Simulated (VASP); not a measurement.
Write the native input for VASP 6.6.1 that does the following.

* Task: single point
* Functional: r2SCAN
* Potentials or basis: VASP PAW PBE potentials, release 64 (Ti_sv, Al)
* Cutoff: 520 eV
* k mesh: 10 × 10 × 6
* Occupations: gaussian, width 0.1 eV
* Spin: no spin polarisation
* Dipole correction: no
* Further INCAR settings: ALGO = Normal; EDIFF = 1e-07; NBANDS = 36

Ti3Al5:

```
Ti Al
1.0
     3.78496    0.00000    0.00000
     0.00000    3.88959    0.00000
     0.00000    0.00000    7.82973
Ti Al
3 5
Direct
  0.00000 0.50000 0.26419
  0.00000 0.50000 0.73581
  0.50000 0.50000 0.00000
  0.00000 0.00000 0.00000
  0.00000 0.00000 0.50000
  0.50000 0.50000 0.50000
  0.50000 0.00000 0.24451
  0.50000 0.00000 0.75549
```

One way to write it, as run:

POSCAR

```
Ti3Al5
1.0
    3.7849595783      0.0000000000      0.0000000000
    0.0000000000      3.8895899994      0.0000000000
    0.0000000000      0.0000000000      7.8297275009
Ti Al
3 5
Direct
    0.0000000000      0.5000000000      0.2641924033
    0.0000000000      0.5000000000      0.7358075967
    0.5000000000      0.5000000000      0.0000000000
    0.0000000000      0.0000000000      0.0000000000
    0.0000000000      0.0000000000      0.5000000000
    0.5000000000      0.5000000000      0.5000000000
    0.5000000000      0.0000000000      0.2445096408
    0.5000000000      0.0000000000      0.7554903592
```

INCAR.step1

```
SYSTEM = Ti3Al5
PREC = Accurate
ENCUT = 520
ISMEAR = 0
SIGMA = 0.1
LREAL = .FALSE.
LASPH = .TRUE.
NELM = 80
NBANDS = 36
GGA = PE
ALGO = Normal
EDIFF = 1E-4
LWAVE = .TRUE.
LCHARG = .FALSE.
```

INCAR.step2

```
SYSTEM = Ti3Al5
PREC = Accurate
ENCUT = 520
EDIFF = 1E-7
ISMEAR = 0
SIGMA = 0.1
LREAL = .FALSE.
LASPH = .TRUE.
NELM = 80
ALGO = Normal
ISIF = 2
LWAVE = .FALSE.
LCHARG = .TRUE.
METAGGA = R2SCAN
LMIXTAU = .TRUE.
LELF = .TRUE.
LVHAR = .TRUE.
NBANDS = 36
ISTART = 1
```

KPOINTS

```
regular mesh
0
G
  10 10 6
  0 0 0
```

Potentials or basis: VASP PAW PBE potentials, release 64 (Ti_sv, Al).

Launch:

```sh
$ cat potpaw_PBE.64/Ti_sv/POTCAR potpaw_PBE.64/Al/POTCAR > POTCAR
$ cp INCAR.step1 INCAR
$ mpirun -np 1 vasp_std > vasp.out
$ cp INCAR.step2 INCAR
$ mpirun -np 1 vasp_std > vasp.out
```

Results of the run:

```yaml
Pressure: 13.4 GPa
Largest_force: 0.009 eV/Å
Band_gap_on_the_k_mesh: zero (an odd number of electrons rules out a gap without spin polarisation)
```

Caveat: the cell stands under pressure; the PAW data sets were made with another functional, which shifts forces and pressure a little.

It took 72 min on 1 thread of Oxide Virtual Turin-like Processor (shared host), peak memory 0.52 GiB.
